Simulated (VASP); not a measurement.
Wanted: the native input for a VASP 6.6.1 run.

```yaml
Task: single point
Functional: r2SCAN
Potentials_or_basis: VASP PAW PBE potentials, release 64 (Cu)
Cutoff: 520 eV
k_mesh: 22 × 22 × 22
Occupations: gaussian, width 0.15 eV
Spin: no spin polarisation
Dipole_correction: no
Further_INCAR_settings: ALGO = Normal; EDIFF = 1e-06; NBANDS = 12
```

The system is Cu.

```
Cu
1.0
     0.00000    1.80750    1.80750
     1.80750    0.00000    1.80750
     1.80750    1.80750    0.00000
Cu
1
Direct
  0.00000 0.00000 0.00000
```

The input as run:

POSCAR

```
Cu
1.0
    0.0000000000      1.8075000000      1.8075000000
    1.8075000000      0.0000000000      1.8075000000
    1.8075000000      1.8075000000      0.0000000000
Cu
1
Direct
    0.0000000000      0.0000000000      0.0000000000
```

INCAR.step1

```
PREC = Accurate
ENCUT = 520
ISMEAR = 0
SIGMA = 0.15
LREAL = F
LASPH = T
NELM = 80
NBANDS = 12
GGA = PE
ALGO = Normal
EDIFF = 1E-4
LWAVE = T
LCHARG = F
```

INCAR.step2

```
PREC = Accurate
ENCUT = 520
EDIFF = 1E-6
ISMEAR = 0
SIGMA = 0.15
LREAL = F
LASPH = T
NELM = 80
ALGO = Normal
ISIF = 2
LWAVE = F
LCHARG = F
METAGGA = R2SCAN
LMIXTAU = T
NBANDS = 12
ISTART = 1
```

KPOINTS

```
regular mesh
0
Gamma
  22 22 22
```

Potentials or basis: VASP PAW PBE potentials, release 64 (Cu).

The run is started by

```bash
$ cat potpaw_PBE.64/Cu/POTCAR > POTCAR
$ cp INCAR.step1 INCAR
$ mpirun -np 1 vasp_std > vasp.out
$ cp INCAR.step2 INCAR
$ mpirun -np 1 vasp_std > vasp.out
```

Results of the run:

```yaml
Pressure: -4.4 GPa
```

Caveat: the PAW data sets were made with another functional, which shifts forces and pressure a little.

Wall time 2 min on 1 thread of Intel Xeon 6975P-C, on a shared host, peak memory 0.16 GiB.
